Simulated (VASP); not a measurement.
# InAs (F-43m) in VASP: notebook

The runs below take InAs through single point, with PBEsol.

Program: VASP 6.6.1. These are calculated values, not measurements. Logs are shortened: lines on timing, memory, paths and dates and some standing lists are left out, and cuts for length are marked.

## 1. The cell of the first run

The structure is cubic, space group F-43m (No. 216). The conventional cell has a = 6.207 Å, b = 6.207 Å, c = 6.207 Å, α = 90.00°, β = 90.00°, γ = 90.00°. Within 3.5 Å of In (site symmetry -43m) lie 4 As at 2.69 Å. As (site symmetry -43m) has 4 In at 2.69 Å within 3.5 Å.

## 2. Single point, PBEsol (29.89 Å³/atom)

Contents of INCAR:

```
SYSTEM = InAs
  ALGO = Normal
  EDIFF = 1E-6
  ENCUT = 520
  GGA = PS
  ISIF = 2
  ISMEAR = 0
  LASPH = .TRUE.
  LCHARG = .TRUE.
  LELF = .TRUE.
  LREAL = .FALSE.
  LVHAR = .TRUE.
  LWAVE = .FALSE.
  NBANDS = 16
  NELM = 60
  PREC = Accurate
  SIGMA = 0.1
```

Contents of KPOINTS:

```
k-points
0
G
  12 12 12
  0 0 0
```

Contents of POSCAR:

```
InAs
1.0
    0.0000000000      3.1035890746      3.1035890746
    3.1035890746      0.0000000000      3.1035890746
    3.1035890746      3.1035890746      0.0000000000
In As
1 1
Direct
    0.0000000000      0.0000000000      0.0000000000
    0.2500000000      0.2500000000      0.2500000000
```

Potentials or basis: VASP PAW PBE potentials, release 64 (In_d, As).

Command:

```sh
$ cat potpaw_PBE.64/In_d/POTCAR potpaw_PBE.64/As/POTCAR > POTCAR
$ mpirun -np 1 vasp_std > vasp.out
```

OUTCAR:

```text
SYSTEM = InAs
   EDIFF = 1E-6
   ENCUT = 520
   GGA = PS
   ISIF = 2
   ISMEAR = 0
   LASPH = .TRUE.
   LREAL = .FALSE.
   NELM = 60
   PREC = Accurate

 ion  position               nearest neighbor table
   1  0.000  0.000  0.000-   2 2.69   2 2.69   2 2.69   2 2.69
   2  0.250  0.250  0.250-   1 2.69   1 2.69   1 2.69   1 2.69

  LATTYP: Found a face centered cubic cell.
 ALAT       =     6.2071781492

  Lattice vectors:

 A1 = (   0.0000000000,   3.1035890746,   3.1035890746)
 A2 = (   3.1035890746,   0.0000000000,   3.1035890746)
 A3 = (   3.1035890746,   3.1035890746,   0.0000000000)

Analysis of symmetry for initial positions (statically):
=====================================================================
 Subroutine PRICEL returns:
 Original cell was already a primitive cell.

 Routine SETGRP: Setting up the symmetry group for a
 face centered cubic supercell.

 Subroutine GETGRP returns: Found 24 space group operations
 (whereof 24 operations were pure point group operations)
 out of a pool of 48 trial point group operations.

The static configuration has the point symmetry T_d .

Analysis of symmetry for dynamics (positions and initial velocities):
=====================================================================
 Subroutine PRICEL returns:
 Original cell was already a primitive cell.

 Routine SETGRP: Setting up the symmetry group for a
 face centered cubic supercell.

 Subroutine GETGRP returns: Found 24 space group operations
 (whereof 24 operations were pure point group operations)
 out of a pool of 48 trial point group operations.

The dynamic configuration has the point symmetry T_d .

 Subroutine INISYM returns: Found 24 space group operations
 (whereof 24 operations are pure point group operations),
 and found     1 'primitive' translations

----------------------------------------------------------------------------------------

                                     Primitive cell

  volume of cell :      59.7892

  direct lattice vectors                    reciprocal lattice vectors
     0.000000000  3.103589075  3.103589075    -0.161103802  0.161103802  0.161103802
     3.103589075  0.000000000  3.103589075     0.161103802 -0.161103802  0.161103802
     3.103589075  3.103589075  0.000000000     0.161103802  0.161103802 -0.161103802

  length of vectors
     4.389137761  4.389137761  4.389137761     0.279039970  0.279039970  0.279039970

  position of ions in fractional coordinates (direct lattice)
[... 79 lines left out ...]
   EDIFF  = 0.1E-05   stopping-criterion for ELM
   LREAL  =      F    real-space projection
   EDIFFG = 0.1E-04   stopping-criterion for IOM
   NSW    =      0    number of steps for IOM
   IBRION =     -1    ionic relax: 0-MD 1-quasi-New 2-CG
   NFREE  =      0    steps in history (QN), initial steepest desc. (CG)
   ISIF   =      2    stress and relaxation
   ISYM   =      2    0-nonsym 1-usesym 2-fastsym
   POTIM  = 0.5000    time-step for ionic-motion
   TEBEG  =    0.0;   TEEND  =   0.0 temperature during run
   PSTRESS=    0.0 pullay stress
   NELECT =      18.0000    total number of electrons
   NUPDOWN=      -1.0000    fix difference up-down
   EMIN   =  10.00;   EMAX   =-10.00  energy-range for DOS
   EFERMI =   0.00;   METHOD = LEGACY
   ISMEAR =     0;   SIGMA  =   0.10  broadening in eV -4-tet -1-fermi 0-gaus
   EFERMI_NEDOS =   21; number of points for ismear=-14 and -15
   IALGO  =     38    algorithm
   IMIX   =      4    mixing-type and parameters
     AMIX     =   0.40;   BMIX     =  1.00
     AMIX_MAG =   1.60;   BMIX_MAG =  1.00
  volume/ion in A,a.u.               =      29.89       201.74
  Fermi-wavevector in a.u.,A,eV,Ry     =   1.097214  2.073434 16.379771  1.203879
  Thomas-Fermi vector in A             =   2.233570
   LORBIT       =      0    0 simple, 1 ext, 2 COOP (PROOUT), +10 PAW based schemes
   GGA     = PS    functional components
   LHFCALC =     F    Hartree Fock is set to
   AEXX    =    0.0000 exact exchange contribution
   IVDW    =     0    specifies the selected vdW correction
   LEPSILON=     F    determine dielectric tensor
   LRPA    =     F    only Hartree local field effects (RPA)
 non-spin polarized calculation
 Gauss-broadening in eV      SIGMA  =   0.10
  energy-cutoff  :      520.00
  volume of cell :       59.79
 maximum number of plane-waves:      1639
 NGX is ok and might be reduce to    36
   NGX = 17   NGY = 17   NGZ = 17

 number of electron      17.9999997 magnetization

 Free energy of the ion-electron system (eV)
  ---------------------------------------------------
  ext. energy  EPLUGINS =         0.00000000
  ---------------------------------------------------
  free energy    TOTEN  =        -8.46107386 eV

  energy without entropy =       -8.46091514  energy(sigma->0) =       -8.46099450

 E-fermi :   3.6797     XC(G=0):  -8.9464

 val. band max:        3.6143292057   @ k =   0.0000   0.0000   0.0000
 cond. band min:       4.1774127234   @ k =   0.0833   0.0000   0.0000
 fundamental gap:      0.5630835177
 Fermi energy:         3.6796857508

 k-point     1 :       0.0000    0.0000    0.0000
  band No.  band energies     occupation
      1     -10.5748      2.00000
      2     -10.5748      2.00000
      3     -10.5748      2.00000
      4     -10.4765      2.00000
      5     -10.4765      2.00000
      6      -7.7962      2.00000
[... 433 lines left out ...]
      3     -10.5412      2.00000
      4     -10.4757      2.00000
      5     -10.4716      2.00000
      6      -6.4138      2.00000
[... 8 lines left out ...]
     15      13.0227      0.00000
     16      13.3722      0.00000

 [... further k-points ...]

------------------------ aborting loop because EDIFF is reached ----------------------------------------

  FORCE on cell =-STRESS in cart. coord.  units (eV):
  Direction    XX          YY          ZZ          XY          YZ          ZX
  --------------------------------------------------------------------------------------
  -------------------------------------------------------------------------------------
  Total       -1.0379456     -1.0379456     -1.0379456      0.0000000      0.0000000     -0.0000000
  in kB      -27.8139405    -27.8139405    -27.8139405      0.0000000      0.0000000     -0.0000000
  external PRESSURE =     -27.8139405 kB  Pullay stress =       0.0000000 kB

 VOLUME and BASIS-vectors are now :
 -----------------------------------------------------------------------------
  energy-cutoff  :      520.00
  volume of cell :       59.79
      direct lattice vectors                 reciprocal lattice vectors
     0.000000000  3.103589075  3.103589075    -0.161103802  0.161103802  0.161103802
     3.103589075  0.000000000  3.103589075     0.161103802 -0.161103802  0.161103802
     3.103589075  3.103589075  0.000000000     0.161103802  0.161103802 -0.161103802

 POSITION                                       TOTAL-FORCE (eV/Angst)
 -----------------------------------------------------------------------------------
      0.00000      0.00000      0.00000         0.000000      0.000000      0.000000
      1.55179      1.55179      1.55179        -0.000000     -0.000000     -0.000000
 -----------------------------------------------------------------------------------
    total drift:                               -0.000000     -0.000000      0.000000

  FREE ENERGIE OF THE ION-ELECTRON SYSTEM (eV)
  ---------------------------------------------------
  free  energy   TOTEN  =        -8.4610738551 eV

  energy  without entropy=       -8.4609151380  energy(sigma->0) =       -8.46099450
```

OSZICAR:

```text
N       E                     dE             d eps       ncg     rms          rms(c)
DAV:   1     0.112723836949E+03    0.11272E+03   -0.82569E+03  2328   0.118E+03
DAV:   2    -0.100768408559E+01   -0.11373E+03   -0.10901E+03  2544   0.291E+02
DAV:   3    -0.853003551381E+01   -0.75224E+01   -0.74908E+01  3016   0.737E+01
DAV:   4    -0.872432959261E+01   -0.19429E+00   -0.19425E+00  2928   0.133E+01
DAV:   5    -0.873259448779E+01   -0.82649E-02   -0.82647E-02  3392   0.226E+00    0.391E+00
DAV:   6    -0.848772234120E+01    0.24487E+00   -0.37624E-01  3624   0.104E+01    0.213E+00
DAV:   7    -0.846208881997E+01    0.25634E-01   -0.91083E-02  3160   0.277E+00    0.653E-01
DAV:   8    -0.846070512368E+01    0.13837E-02   -0.10549E-02  2976   0.113E+00    0.158E-01
DAV:   9    -0.846098718391E+01   -0.28206E-03   -0.79774E-04  2744   0.257E-01    0.917E-02
DAV:  10    -0.846105324903E+01   -0.66065E-04   -0.98771E-05  3544   0.122E-01    0.536E-02
DAV:  11    -0.846107369604E+01   -0.20447E-04   -0.47357E-05  2664   0.807E-02    0.356E-02
DAV:  12    -0.846107385506E+01   -0.15902E-06   -0.34736E-06  2568   0.151E-02
   1 F= -.84610739E+01 E0= -.84609945E+01  d E =-.158717E-03
```

Run time: 59 s. Hardware: 1 thread of Intel Xeon 6455B, shared host; peak memory 0.24 GiB.

Results:

| Property | Result |
| --- | --- |
| Free energy | -8.4611 eV |
| Pressure | -2.8 GPa |
| Band gap on the k mesh | zero (filled and empty bands touch) |

Caveat: semilocal functionals underestimate gaps, so a narrow gap can read as zero; the PAW data sets were made with another functional, which shifts forces and pressure a little; spin-orbit coupling is left out, which moves the levels of the heavy elements.

## 3. Single point, PBEsol (31.02 Å³/atom)

This run uses another cell than the first one, of 31.02 Å³/atom.

Contents of INCAR:

```
PREC     = Accurate       # precision mode
ENCUT    = 520            # plane-wave cutoff, eV
EDIFF    = 1E-6           # SCF threshold, eV
ISMEAR   = 0              # smearing method
SIGMA    = 0.1            # smearing width, eV
LREAL    = F              # projectors in reciprocal space
LASPH    = T              # aspherical terms in the spheres
NELM     = 100            # most SCF steps
ALGO     = Normal         # electronic algorithm
ISIF     = 2              # what is computed and relaxed
LWAVE    = F              # write WAVECAR
LCHARG   = F              # write CHGCAR
GGA      = PS             # functional
NBANDS   = 16             # bands
```

Contents of KPOINTS:

```
regular mesh
0
Gamma
  12 12 12
```

Contents of POSCAR:

```
InAs
1.0
    0.0000000000      3.1421469187      3.1421469187
    3.1421469187      0.0000000000      3.1421469187
    3.1421469187      3.1421469187      0.0000000000
In As
1 1
Direct
    0.0000000000      0.0000000000      0.0000000000
    0.2500000000      0.2500000000      0.2500000000
```

Potentials or basis: VASP PAW PBE potentials, release 64 (In_d, As).

Command:

```sh
$ cat potpaw_PBE.64/In_d/POTCAR potpaw_PBE.64/As/POTCAR > POTCAR
$ mpirun -np 1 vasp_std > vasp.out
```

OUTCAR:

```text
PREC = Accurate
   ENCUT = 520
   EDIFF = 1E-6
   ISMEAR = 0
   LREAL = F
   LASPH = T
   NELM = 100
   ISIF = 2
   GGA = PS

 ion  position               nearest neighbor table
   1  0.000  0.000  0.000-   2 2.72   2 2.72   2 2.72   2 2.72
   2  0.250  0.250  0.250-   1 2.72   1 2.72   1 2.72   1 2.72

  LATTYP: Found a face centered cubic cell.
 ALAT       =     6.2842938374

  Lattice vectors:

 A1 = (   0.0000000000,   3.1421469187,   3.1421469187)
 A2 = (   3.1421469187,   0.0000000000,   3.1421469187)
 A3 = (   3.1421469187,   3.1421469187,   0.0000000000)

Analysis of symmetry for initial positions (statically):
=====================================================================
 Subroutine PRICEL returns:
 Original cell was already a primitive cell.

 Routine SETGRP: Setting up the symmetry group for a
 face centered cubic supercell.

 Subroutine GETGRP returns: Found 24 space group operations
 (whereof 24 operations were pure point group operations)
 out of a pool of 48 trial point group operations.

The static configuration has the point symmetry T_d .

Analysis of symmetry for dynamics (positions and initial velocities):
=====================================================================
 Subroutine PRICEL returns:
 Original cell was already a primitive cell.

 Routine SETGRP: Setting up the symmetry group for a
 face centered cubic supercell.

 Subroutine GETGRP returns: Found 24 space group operations
 (whereof 24 operations were pure point group operations)
 out of a pool of 48 trial point group operations.

The dynamic configuration has the point symmetry T_d .

 Subroutine INISYM returns: Found 24 space group operations
 (whereof 24 operations are pure point group operations),
 and found     1 'primitive' translations

----------------------------------------------------------------------------------------

                                     Primitive cell

  volume of cell :      62.0454

[... 108 lines left out ...]
     AMIX_MAG =   1.60;   BMIX_MAG =  1.00
  volume/ion in A,a.u.               =      31.02       209.35
  Fermi-wavevector in a.u.,A,eV,Ry     =   1.083750  2.047991 15.980239  1.174514
  Thomas-Fermi vector in A             =   2.219824
   LORBIT       =      0    0 simple, 1 ext, 2 COOP (PROOUT), +10 PAW based schemes
   GGA     = PS    functional components
   LHFCALC =     F    Hartree Fock is set to
   AEXX    =    0.0000 exact exchange contribution
   IVDW    =     0    specifies the selected vdW correction
   LEPSILON=     F    determine dielectric tensor
   LRPA    =     F    only Hartree local field effects (RPA)
 non-spin polarized calculation
 Gauss-broadening in eV      SIGMA  =   0.10
  energy-cutoff  :      520.00
  volume of cell :       62.05
 maximum number of plane-waves:      1700
 NGX is ok and might be reduce to    36
   NGX = 17   NGY = 17   NGZ = 17

 number of electron      18.0000001 magnetization

 Free energy of the ion-electron system (eV)
  ---------------------------------------------------
  ext. energy  EPLUGINS =         0.00000000
  ---------------------------------------------------
  free energy    TOTEN  =        -8.41210633 eV

  energy without entropy =       -8.41194446  energy(sigma->0) =       -8.41202539

 E-fermi :   3.3489     XC(G=0):  -8.7896

 val. band max:        3.2805301488   @ k =   0.0000   0.0000   0.0000
 cond. band min:       3.7612028440   @ k =   0.0833   0.0000   0.0000
 fundamental gap:      0.4806726952
 Fermi energy:         3.3489235379

 k-point     1 :       0.0000    0.0000    0.0000
  band No.  band energies     occupation
      1     -10.8555      2.00000
      2     -10.8555      2.00000
      3     -10.8555      2.00000
      4     -10.7690      2.00000
      5     -10.7690      2.00000
      6      -7.9242      2.00000
[... 433 lines left out ...]
      3     -10.8262      2.00000
      4     -10.7682      2.00000
      5     -10.7647      2.00000
      6      -6.6513      2.00000
[... 8 lines left out ...]
     15      12.5807      0.00000
     16      12.9124      0.00000

 [... further k-points ...]

------------------------ aborting loop because EDIFF is reached ----------------------------------------

  FORCE on cell =-STRESS in cart. coord.  units (eV):
  Direction    XX          YY          ZZ          XY          YZ          ZX
  --------------------------------------------------------------------------------------
  -------------------------------------------------------------------------------------
  Total       -1.6237134     -1.6237134     -1.6237134     -0.0000000      0.0000000      0.0000000
  in kB      -41.9286127    -41.9286127    -41.9286127     -0.0000000      0.0000000      0.0000000
  external PRESSURE =     -41.9286127 kB  Pullay stress =       0.0000000 kB

 VOLUME and BASIS-vectors are now :
 -----------------------------------------------------------------------------
  energy-cutoff  :      520.00
  volume of cell :       62.05
      direct lattice vectors                 reciprocal lattice vectors
     0.000000000  3.142146919  3.142146919    -0.159126869  0.159126869  0.159126869
     3.142146919  0.000000000  3.142146919     0.159126869 -0.159126869  0.159126869
     3.142146919  3.142146919  0.000000000     0.159126869  0.159126869 -0.159126869

 POSITION                                       TOTAL-FORCE (eV/Angst)
 -----------------------------------------------------------------------------------
      0.00000      0.00000      0.00000         0.000000      0.000000      0.000000
      1.57107      1.57107      1.57107        -0.000000     -0.000000     -0.000000
 -----------------------------------------------------------------------------------
    total drift:                               -0.000000     -0.000000     -0.000000

  FREE ENERGIE OF THE ION-ELECTRON SYSTEM (eV)
  ---------------------------------------------------
  free  energy   TOTEN  =        -8.4121063338 eV

  energy  without entropy=       -8.4119444554  energy(sigma->0) =       -8.41202539
```

It took 58 s on 1 thread of Intel Xeon 6455B, shared host; peak memory 0.25 GiB.

Results:

* Free energy: -8.4121 eV
* Pressure: -4.2 GPa
* Band gap on the k mesh: zero (filled and empty bands touch)

Levels at points of the mesh, in eV from the Fermi level:
| k point | band 6 | band 7 | band 8 | band 9 | band 10 | band 11 | band 12 | band 13 |
| --- | --- | --- | --- | --- | --- | --- | --- | --- |
| (0.00, 0.00, 0.00) | -11.27 | -0.92 | -0.07 | -0.07 | -0.07 | 3.73 | 3.73 | 3.73 |
| (0.50, 0.00, 0.00) | -10.12 | -5.34 | -0.91 | -0.91 | 0.57 | 4.47 | 4.47 | 6.46 |
| (0.50, 0.50, 0.00) | -9.69 | -5.49 | -2.05 | -2.05 | 1.55 | 1.87 | 8.30 | 8.36 |

Caveat: the cell stands under tension; semilocal functionals underestimate gaps, so a narrow gap can read as zero; the PAW data sets were made with another functional, which shifts forces and pressure a little; spin-orbit coupling is left out, which moves the levels of the heavy elements.
